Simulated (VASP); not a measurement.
# TiC (rocksalt type) (Fm-3m) in VASP: a series of runs

Runs on TiC (rocksalt type). Level: LDA. Tasks: single point.

All numbers are computed with VASP 6.6.1; they aren't measurements. Logs are shortened: lines on timing, memory, paths and dates and some standing lists are left out, and cuts for length are marked.

### 1 The cell of the first run

The structure is cubic, space group Fm-3m (No. 225). Conventional cell: a = 4.083 Å, b = 4.083 Å, c = 4.083 Å, α = 90.00°, β = 90.00°, γ = 90.00°. Ti (site symmetry m-3m) has 6 C at 2.04 Å within 2.7 Å. C (site symmetry m-3m) has 6 Ti at 2.04 Å within 2.7 Å.

### 2 Single point, LDA (volume scaled by 0.88)

Contents of INCAR:

```
PREC     = Accurate       # precision mode
ENCUT    = 520            # plane-wave cutoff, eV
EDIFF    = 1E-6           # SCF threshold, eV
ISMEAR   = -1             # smearing method
SIGMA    = 0.08           # smearing width, eV
LREAL    = False          # projectors in reciprocal space
LASPH    = True           # aspherical terms in the spheres
NELM     = 60             # most SCF steps
ALGO     = Normal         # electronic algorithm
ISIF     = 2              # what is computed and relaxed
LWAVE    = False          # write WAVECAR
LCHARG   = False          # write CHGCAR
NBANDS   = 15             # bands
```

Contents of KPOINTS:

```
regular mesh
0
Gamma
  17 17 17
```

Contents of POSCAR:

```
TiC
1.0
    0.0000000000      2.0415755423      2.0415755423
    2.0415755423      0.0000000000      2.0415755423
    2.0415755423      2.0415755423      0.0000000000
Ti C
1 1
Direct
    0.0000000000      0.0000000000      0.0000000000
    0.5000000000      0.5000000000      0.5000000000
```

Potentials or basis: VASP PAW LDA potentials, release 64 (Ti_sv, C).

The run is started by

```sh
cat potpaw_LDA.64/Ti_sv/POTCAR potpaw_LDA.64/C/POTCAR > POTCAR
mpirun -np 1 vasp_std > vasp.out
```

OUTCAR:

```text
PREC = Accurate
   ENCUT = 520
   EDIFF = 1E-6
   ISMEAR = -1
   LREAL = False
   LASPH = True
   NELM = 60
   ISIF = 2

 ion  position               nearest neighbor table
   1  0.000  0.000  0.000-   2 2.04   2 2.04   2 2.04   2 2.04   2 2.04   2 2.04
   2  0.500  0.500  0.500-   1 2.04   1 2.04   1 2.04   1 2.04   1 2.04   1 2.04

  LATTYP: Found a face centered cubic cell.
 ALAT       =     4.0831510846

  Lattice vectors:

 A1 = (   0.0000000000,   2.0415755423,   2.0415755423)
 A2 = (   2.0415755423,   0.0000000000,   2.0415755423)
 A3 = (   2.0415755423,   2.0415755423,   0.0000000000)

Analysis of symmetry for initial positions (statically):
=====================================================================
 Subroutine PRICEL returns:
 Original cell was already a primitive cell.

 Routine SETGRP: Setting up the symmetry group for a
 face centered cubic supercell.

 Subroutine GETGRP returns: Found 48 space group operations
 (whereof 48 operations were pure point group operations)
 out of a pool of 48 trial point group operations.

The static configuration has the point symmetry O_h .

Analysis of symmetry for dynamics (positions and initial velocities):
=====================================================================
 Subroutine PRICEL returns:
 Original cell was already a primitive cell.

 Routine SETGRP: Setting up the symmetry group for a
 face centered cubic supercell.

 Subroutine GETGRP returns: Found 48 space group operations
 (whereof 48 operations were pure point group operations)
 out of a pool of 48 trial point group operations.

The dynamic configuration has the point symmetry O_h .

 Subroutine INISYM returns: Found 48 space group operations
 (whereof 48 operations are pure point group operations),
 and found     1 'primitive' translations

----------------------------------------------------------------------------------------

                                     Primitive cell

  volume of cell :      17.0187

  direct lattice vectors                    reciprocal lattice vectors
     0.000000000  2.041575542  2.041575542    -0.244908890  0.244908890  0.244908890
     2.041575542  0.000000000  2.041575542     0.244908890 -0.244908890  0.244908890
     2.041575542  2.041575542  0.000000000     0.244908890  0.244908890 -0.244908890

  length of vectors
     2.887223821  2.887223821  2.887223821     0.424194641  0.424194641  0.424194641

  position of ions in fractional coordinates (direct lattice)
     0.000000000  0.000000000  0.000000000
     0.500000000  0.500000000  0.500000000

  ion indices of the primitive-cell ions
   primitive index   ion index
                 1           1
                 2           2

----------------------------------------------------------------------------------------

 KPOINTS: regular mesh

Automatic generation of k-mesh.
 Grid dimensions read from file:
 generate k-points for:   17   17   17

 Generating k-lattice:

  Cartesian coordinates                     Fractional coordinates (reciprocal lattice)
    -0.014406405  0.014406405  0.014406405     0.058823529  0.000000000  0.000000000
     0.014406405 -0.014406405  0.014406405     0.000000000  0.058823529  0.000000000
     0.014406405  0.014406405 -0.014406405     0.000000000  0.000000000  0.058823529

  Length of vectors
     0.024952626  0.024952626  0.024952626

  Shift w.r.t. Gamma in fractional coordinates (k-lattice)
     0.000000000  0.000000000  0.000000000

 Subroutine IBZKPT returns following result:
 ===========================================

 Found    165 irreducible k-points:

 Following reciprocal coordinates:
            Coordinates               Weight
  0.000000  0.000000  0.000000      1.000000
  0.058824  0.000000  0.000000      8.000000
  0.117647  0.000000  0.000000      8.000000
  0.176471  0.000000  0.000000      8.000000
  0.235294  0.000000  0.000000      8.000000
  0.294118  0.000000  0.000000      8.000000
[... 16 lines left out ...]
 -0.176471  0.058824  0.000000     24.000000
 -0.117647  0.058824  0.000000     24.000000
 [... further k-points ...]
   k-points           NKPTS =    165   k-points in BZ     NKDIM =    165   number of bands    NBANDS=     15
   number of dos      NEDOS =    301   number of ions     NIONS =      2
   total plane-waves  NPLWV =  13824
   dimension x,y,z NGX =    24 NGY =   24 NGZ =   24
   dimension x,y,z NGXF=    48 NGYF=   48 NGZF=   48
   ions per type =               1   1
   NGX,Y,Z   is equivalent  to a cutoff of  13.82, 13.82, 13.82 a.u.
   NGXF,Y,Z  is equivalent  to a cutoff of  27.64, 27.64, 27.64 a.u.
 SYSTEM =  unknown system
   PREC   = accura    normal or accurate (medium, high low for compatibility)
   ISTART =      0    job   : 0-new  1-cont  2-samecut
   ICHARG =      2    charge: 1-file 2-atom 10-const
   ISPIN  =      1    spin polarized calculation?
   LNONCOLLINEAR =      F non collinear calculations
   LSORBIT =      F    spin-orbit coupling
   LASPH  =      T    aspherical Exc in radial PAW
   ENCUT  =  520.0 eV  38.22 Ry    6.18 a.u.   5.37  5.37  5.37*2*pi/ulx,y,z
   NELM   =     60;   NELMIN=  2; NELMDL= -5     # of ELM steps
   EDIFF  = 0.1E-05   stopping-criterion for ELM
   LREAL  =      F    real-space projection
   EDIFFG = 0.1E-04   stopping-criterion for IOM
   NSW    =      0    number of steps for IOM
   IBRION =     -1    ionic relax: 0-MD 1-quasi-New 2-CG
   NFREE  =      0    steps in history (QN), initial steepest desc. (CG)
   ISIF   =      2    stress and relaxation
   ISYM   =      2    0-nonsym 1-usesym 2-fastsym
   POTIM  = 0.5000    time-step for ionic-motion
   TEBEG  =    0.0;   TEEND  =   0.0 temperature during run
   PSTRESS=    0.0 pullay stress
   NELECT =      16.0000    total number of electrons
   NUPDOWN=      -1.0000    fix difference up-down
   EMIN   =  10.00;   EMAX   =-10.00  energy-range for DOS
   EFERMI =   0.00;   METHOD = LEGACY
   ISMEAR =    -1;   SIGMA  =   0.08  broadening in eV -4-tet -1-fermi 0-gaus
   EFERMI_NEDOS =   21; number of points for ismear=-14 and -15
   IALGO  =     38    algorithm
   IMIX   =      4    mixing-type and parameters
     AMIX     =   0.40;   BMIX     =  1.00
     AMIX_MAG =   1.60;   BMIX_MAG =  1.00
  volume/ion in A,a.u.               =       8.51        57.42
  Fermi-wavevector in a.u.,A,eV,Ry     =   1.603760  3.030667 34.994811  2.572046
  Thomas-Fermi vector in A             =   2.700372
   LORBIT       =      0    0 simple, 1 ext, 2 COOP (PROOUT), +10 PAW based schemes
   GGA     = CA    functional components
   LHFCALC =     F    Hartree Fock is set to
   AEXX    =    0.0000 exact exchange contribution
   IVDW    =     0    specifies the selected vdW correction
   LEPSILON=     F    determine dielectric tensor
   LRPA    =     F    only Hartree local field effects (RPA)
 non-spin polarized calculation
  energy-cutoff  :      520.00
  volume of cell :       17.02
 maximum number of plane-waves:       473
 NGX is ok and might be reduce to    24
   NGX = 11   NGY = 11   NGZ = 11

 number of electron      16.0000003 magnetization

 Free energy of the ion-electron system (eV)
  ---------------------------------------------------
  ext. energy  EPLUGINS =         0.00000000
  ---------------------------------------------------
  free energy    TOTEN  =       -20.22699475 eV

  energy without entropy =      -20.22110643  energy(sigma->0) =      -20.22405059

 E-fermi :  11.4789     XC(G=0): -13.9104

 val. band max:       11.4573504612   @ k =   0.1176   0.0588   0.0000
 cond. band min:      11.4847471147   @ k =   0.4118   0.4118   0.0000
 fundamental gap:      0.0273966534
 Fermi energy:        11.4789019151

 k-point     1 :       0.0000    0.0000    0.0000
  band No.  band energies     occupation
      1     -43.9264      2.00000
      2     -20.1846      2.00000
      3     -20.1846      2.00000
      4     -20.1846      2.00000
      5      -1.5099      2.00000
      6      12.1399      0.00052
      7      12.1399      0.00052
      8      12.1399      0.00052
      9      13.3983      0.00000
     10      13.3983      0.00000
     11      13.3983      0.00000
     12      13.5718      0.00000
     13      13.5718      0.00000
     14      24.8971      0.00000
     15      26.2227      0.00000

 k-point     2 :       0.0588    0.0000    0.0000
  band No.  band energies     occupation
      1     -43.9207      2.00000
      2     -20.2195      2.00000
      3     -20.1875      2.00000
      4     -20.1875      2.00000
      5      -1.4102      2.00000
      6      11.6884      0.13592
      7      11.9733      0.00413
      8      11.9733      0.00413
      9      12.6511      0.00000
     10      12.6511      0.00000
     11      13.6744      0.00000
     12      14.6341      0.00000
     13      14.6342      0.00000
     14      25.0169      0.00000
     15      26.3376      0.00000

 k-point     3 :       0.1176    0.0000    0.0000
  band No.  band energies     occupation
      1     -43.9046      2.00000
      2     -20.3188      2.00000
      3     -20.1958      2.00000
      4     -20.1958      2.00000
      5      -1.1182      2.00000
      6      10.7926      1.99962
      7      11.1766      1.95529
      8      11.1766      1.95529
      9      12.6655      0.00000
     10      12.6655      0.00000
     11      14.0919      0.00000
     12      15.8506      0.00000
     13      15.8506      0.00000
     14      25.2904      0.00000
     15      26.6098      0.00000
[... 343 lines left out ...]
 k-point    23 :      -0.1765    0.0588    0.0000
  band No.  band energies     occupation
      1     -43.8665      2.00000
      2     -20.5299      2.00000
      3     -20.2481      2.00000
      4     -20.2005      2.00000
      5      -0.3948      2.00000
      6       9.2787      2.00000
      7       9.8126      2.00000
      8      10.1107      2.00000
      9      12.8628      0.00000
     10      13.5080      0.00000
     11      14.7640      0.00000
     12      16.8650      0.00000
     13      18.1634      0.00000
     14      25.3853      0.00000
     15      27.1697      0.00000

 k-point    24 :      -0.1176    0.0588    0.0000
  band No.  band energies     occupation
      1     -43.8927      2.00000
      2     -20.3771      2.00000
      3     -20.2278      2.00000
      4     -20.1901      2.00000
      5      -0.9008      2.00000
      6      10.3198      2.00000
      7      10.6080      1.99996
      8      10.7890      1.99964
      9      12.4959      0.00001
     10      13.2212      0.00000
     11      14.4263      0.00000
     12      15.7420      0.00000
     13      16.9652      0.00000
     14      25.4727      0.00000
     15      26.7563      0.00000

 [... further k-points ...]
[... 5 lines left out ...]
  --------------------------------------------------------------------------------------
  -------------------------------------------------------------------------------------
  Total        5.0119043      5.0119043      5.0119043      0.0000000      0.0000000     -0.0000000
  in kB      471.8315629    471.8315629    471.8315629      0.0000000      0.0000000     -0.0000000
  external PRESSURE =     471.8315629 kB  Pullay stress =       0.0000000 kB

 VOLUME and BASIS-vectors are now :
 -----------------------------------------------------------------------------
  energy-cutoff  :      520.00
  volume of cell :       17.02
      direct lattice vectors                 reciprocal lattice vectors
     0.000000000  2.041575542  2.041575542    -0.244908890  0.244908890  0.244908890
     2.041575542  0.000000000  2.041575542     0.244908890 -0.244908890  0.244908890
     2.041575542  2.041575542  0.000000000     0.244908890  0.244908890 -0.244908890

 POSITION                                       TOTAL-FORCE (eV/Angst)
 -----------------------------------------------------------------------------------
      0.00000      0.00000      0.00000         0.000000      0.000000      0.000000
      2.04158      2.04158      2.04158         0.000000      0.000000     -0.000000
 -----------------------------------------------------------------------------------
    total drift:                                0.000000     -0.000000     -0.000000

  FREE ENERGIE OF THE ION-ELECTRON SYSTEM (eV)
  ---------------------------------------------------
  free  energy   TOTEN  =       -20.2269947539 eV

  energy  without entropy=      -20.2211064335  energy(sigma->0) =      -20.22405059
```

Wall time 33 s (1 thread of Intel Xeon 6975P-C, shared host); peak memory 0.16 GiB.

Results:

| Item | Value |
| --- | --- |
| Free energy | -20.2270 eV |
| Pressure | 47.2 GPa |
| Band gap on the k mesh | zero (band 8 reaches 12.14 eV, above the bottom of band 9 at 11.04 eV) |

### 3 Single point, LDA (volume scaled by 0.88)

Contents of INCAR:

```
ALGO = Normal
EDIFF = 1E-6
ENCUT = 520
GGA = CA
ISIF = 2
ISMEAR = -1
LASPH = True
LCHARG = True
LELF = True
LREAL = False
LVHAR = True
LWAVE = False
NBANDS = 15
NELM = 60
PREC = Accurate
SIGMA = 0.08
```

Contents of KPOINTS:

```
k-points
0
Gamma
  17 17 17
```

POSCAR is that of step 2.

Potentials or basis: VASP PAW LDA potentials, release 64 (Ti_sv, C).

The run is started by

```sh
cat potpaw_LDA.64/Ti_sv/POTCAR potpaw_LDA.64/C/POTCAR > POTCAR
mpirun -np 1 vasp_std > vasp.out
```

Run time: 36 s. Hardware: 1 thread of Intel Xeon 6975P-C, shared host; peak memory 0.16 GiB.

It converged, with:

```yaml
Free_energy: -20.2270 eV
Pressure: 47.2 GPa
Band_gap_on_the_k_mesh: zero (band 8 reaches 12.14 eV, above the bottom of band 9 at 11.04 eV)
```

Levels at points of the mesh, in eV from the Fermi level:
```
           k point  band 6  band 7  band 8  band 9  band 10  band 11
(0.00, 0.00, 0.00)    0.66    0.66    0.66    1.92     1.92     1.92
```

(Continued in part 2 of 2.)
